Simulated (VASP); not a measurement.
A run of VASP 6.6.1:

Contents of INCAR:

```
ALGO = Normal
EDIFF = 1E-6
ENCUT = 600
GGA = PE
GGA_COMPAT = False
ISIF = 2
ISMEAR = -1
LASPH = True
LCHARG = False
LORBIT = 11
LORBMOM = True
LREAL = False
LSORBIT = True
LWAVE = False
MAGMOM = 0 0 0 0 0 0 0 0 0 0 0 0
NBANDS = 40
NELM = 200
PREC = Accurate
SIGMA = 0.02
```

KPOINTS

```
k-points
0
Gamma
  4 4 2
```

The input POSCAR:

```
MgSnSb2
1.0
    4.6004806398      0.0000000000      0.0000000000
    0.0000000000      4.6004806398      0.0000000000
    0.0000000000      0.0000000000      6.5552383745
Mg Sb Sn
1 2 1
Direct
    0.0000000000      0.0000000000      0.0000000000
    0.0000000000      0.5000000000      0.2428810298
    0.5000000000      0.0000000000      0.7571189702
    0.5000000000      0.5000000000      0.5000000000
```

Potentials or basis: VASP PAW PBE potentials, release 64 (Mg, Sb, Sn_d).

Command:

```sh
$ cat potpaw_PBE.64/Mg/POTCAR potpaw_PBE.64/Sb/POTCAR potpaw_PBE.64/Sn_d/POTCAR > POTCAR
$ mpirun -np 1 vasp_ncl > vasp.out
```

Hardware: 1 thread of Intel(R) Xeon(R) 6975P-C (Granite Rapids), with other jobs on the host.

Task: Estimate the wall time of this run.

Result: It took 120 s on 1 thread of Intel(R) Xeon(R) 6975P-C (Granite Rapids), on a shared host, peak memory 0.69 GiB. Counts: scf iterations 14, k points 12.
